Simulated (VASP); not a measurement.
Here is a VASP 6.6.1 calculation.

File INCAR:

```
PREC     = Accurate       # precision mode
ENCUT    = 600            # plane-wave cutoff, eV
EDIFF    = 1E-6           # SCF threshold, eV
ISMEAR   = 0              # smearing method
SIGMA    = 0.1            # smearing width, eV
LREAL    = False          # projectors in reciprocal space
LASPH    = True           # aspherical terms in the spheres
NELM     = 100            # most SCF steps
ALGO     = Normal         # electronic algorithm
ISIF     = 3              # what is computed and relaxed
LWAVE    = False          # write WAVECAR
LCHARG   = False          # write CHGCAR
GGA      = PS             # functional
IBRION   = 2              # ionic algorithm
NSW      = 70             # ionic steps
EDIFFG   = -0.005         # ionic threshold
```

Contents of KPOINTS:

```
regular mesh
0
Gamma
  14 14 8
```

File POSCAR:

```
CuO
1.0
    2.0821496890     -2.0879424390      0.0000000000
    2.0821496890      2.0879424390      0.0000000000
    0.0000000000      0.0000000000      5.1512621043
Cu O
2 2
Direct
    0.0000000000      0.5000000000      0.0000000000
    0.5000000000      0.0000000000      0.5000000000
    0.5000000000      0.5000000000      0.2500000000
    0.5000000000      0.5000000000      0.7500000000
```

Potentials or basis: VASP PAW PBE potentials, release 64 (Cu, O).

The run is started by

```sh
$ cat potpaw_PBE.64/Cu/POTCAR potpaw_PBE.64/O/POTCAR > POTCAR
$ mpirun -np 1 vasp_std > vasp.out
```

Task: What does it give for the band gap on the k mesh?

Result: Zero (band 17 reaches 5.87 eV, above the bottom of band 18 at 4.67 eV).

Task: Predict the relaxed cell.

Result: a = 2.895 Å, b = 2.895 Å, c = 5.103 Å, α = 90.00°, β = 90.00°, γ = 90.13°.

Step by step:
| step | energy change (eV) | largest force (eV/Å) | pressure (GPa) | volume (Å³) |
| --- | --- | --- | --- | --- |
| 1 | 0.0000 | 0.0000 | -6.70 | 44.79 |
| 2 | -0.0237 | 0.0000 | 4.82 | 41.82 |
| 3 | -0.0409 | 0.0000 | -0.16 | 42.94 |
| 4 | -0.0409 | 0.0000 | 0.00 | 42.91 |
| 5 | -0.0421 | 0.0000 | 0.21 | 42.84 |
| 6 | -0.0427 | 0.0000 | 0.27 | 42.76 |
| 7 | -0.0427 | 0.0000 | 0.12 | 42.75 |
| 8 | -0.0427 | 0.0000 | 0.14 | 42.73 |
| 9 | -0.0427 | 0.0000 | 0.14 | 42.74 |
| 10 | -0.0427 | 0.0000 | -0.12 | 42.81 |
| 11 | -0.0427 | 0.0000 | -0.10 | 42.79 |
| 12 | -0.0427 | 0.0000 | 0.11 | 42.77 |
| 13 | -0.0427 | 0.0000 | 0.04 | 42.78 |

Caveat: the PAW data sets were made with another functional, which shifts forces and pressure a little; semilocal functionals often make such compounds metallic where correlation or magnetic order opens a gap, which also shifts bond lengths. With open d or f shells a metallic result of PBEsol can be an artefact of self-interaction; +U or a hybrid may open a gap.
